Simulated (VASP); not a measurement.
Runs of VASP 6.6.1 on GaAs. Symmetry: F-43m, No. 216, cubic system. Conventional cell: a = 5.666 Å, b = 5.666 Å, c = 5.666 Å, α = 90.00°, β = 90.00°, γ = 90.00°. Ga (site symmetry -43m) has 4 As at 2.45 Å within 3.2 Å. As (site symmetry -43m) has 4 Ga at 2.45 Å within 3.2 Å. 

```csv
level,potentials or basis,k mesh,grid for exact exchange (PRECFOCK),share of exact exchange,screening parameter,gap on the mesh (eV),pressure (GPa)
HSE06,"VASP PAW PBE potentials, release 64 (Ga_d, As)",4 × 4 × 4,Normal,0.25,0.2079 1/Å,1.41,0.8
PBE,"VASP PAW PBE potentials, release 64 (Ga_d, As)",6 × 6 × 6,-,-,-,(a),2.9
r2SCAN,"VASP PAW PBE potentials, release 64 (Ga_d, As)",4 × 4 × 4,-,-,-,0.94,0.4
LDA,"VASP PAW LDA potentials, release 64 (Ga_d, As)",4 × 4 × 4,-,-,-,0.26,(b)
```

Alike in all rows: task single point; no spin polarisation; cell as given; cutoff (eV) 520; smearing gaussian 0.01 eV.

Question: Estimate the missing entries.

Answer: (a) 0.47; (b) -1.8.

Caveats: some runs use coarse meshes; the PAW data sets were made with another functional, which shifts forces and pressure a little (at least some runs).

A k mesh can miss the band edges, and the runs leave out spin-orbit coupling on As, Ga.
